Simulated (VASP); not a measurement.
Wanted: the native input for a VASP 6.6.1 run.

```yaml
Task: single point
Functional: PBE
Potentials_or_basis: VASP PAW PBE potentials, release 64 (Ti_sv, Ta_pv, N)
Cutoff: 600 eV
k_mesh: 6 × 6 × 1
Occupations: gaussian, width 0.1 eV
Spin: collinear spin
Starting_moments: "[1.0, 1.0, 0.0, 0.0, 0.0, 0.0, 0.0, 0.0, 0.0, 0.0] μB"
Dipole_correction: no
Further_INCAR_settings: ALGO = Normal; EDIFF = 1e-06; NBANDS = 56
```

The structure of Ta3Ti2N5 lies in POSCAR:

```
Ta3Ti2N5
1.0
    3.1275638100      0.0000000000      0.0000000000
   -1.5637819000      2.7085497100      0.0000000000
    0.0000000000      0.0000000000     15.3731036300
Ti Ta N
2 3 5
Direct
    0.0000000000      0.0000000000      0.4000000000
    0.0000000000      0.0000000000      0.6000000000
    0.0000000000      0.0000000000      0.0000000000
    0.0000000000      0.0000000000      0.2000000000
    0.0000000000      0.0000000000      0.8000000000
    0.6666666700      0.3333333300      0.9000000000
    0.6666666700      0.3333333300      0.1000000000
    0.6666666700      0.3333333300      0.3000000000
    0.6666666700      0.3333333300      0.5000000000
    0.6666666700      0.3333333300      0.7000000000
```

These files were run (other wordings do the same):

INCAR

```
SYSTEM = Ta3Ti2N5
PREC = Accurate ; ENCUT = 600
EDIFF = 1E-6 ; ISMEAR = 0
SIGMA = 0.1 ; LREAL = .FALSE.
LASPH = .TRUE. ; NELM = 200
ALGO = Normal ; ISIF = 2
LWAVE = .FALSE. ; LCHARG = .FALSE.
ISPIN = 2 ; MAGMOM = 1 1 0 0 0 0 0 0 0 0
LORBIT = 11 ; LMAXMIX = 4
GGA = PE ; NBANDS = 56
GGA_COMPAT = .FALSE.
```

KPOINTS

```
Automatic mesh
0
G
  6 6 1
  0 0 0
```

Potentials or basis: VASP PAW PBE potentials, release 64 (Ti_sv, Ta_pv, N).

The run is started by

```console
$ cat potpaw_PBE.64/Ti_sv/POTCAR potpaw_PBE.64/Ta_pv/POTCAR potpaw_PBE.64/N/POTCAR > POTCAR
$ mpirun -np 1 vasp_std > vasp.out
```

Results of the run:

```yaml
Pressure: -40.3 GPa
Largest_force: 0.900 eV/Å
Net_moment: 1.78 μB per cell
Site_moments: Ti +0.67; Ta +0.01, +0.03 (each value once); N +0.00, -0.03, -0.07 (each value once) μB
Valence_electrons_inside_the_program's_atomic_spheres: Ti 10.01; Ta 8.61, 8.60 (each value once); N 3.58, 3.56, 3.54 (each value once)
```

Caveat: the k points lie up to 0.41 Å⁻¹ apart.

It took 2.9 min on 1 thread of Oxide Virtual Turin-like Processor (shared host), peak memory 0.38 GiB.
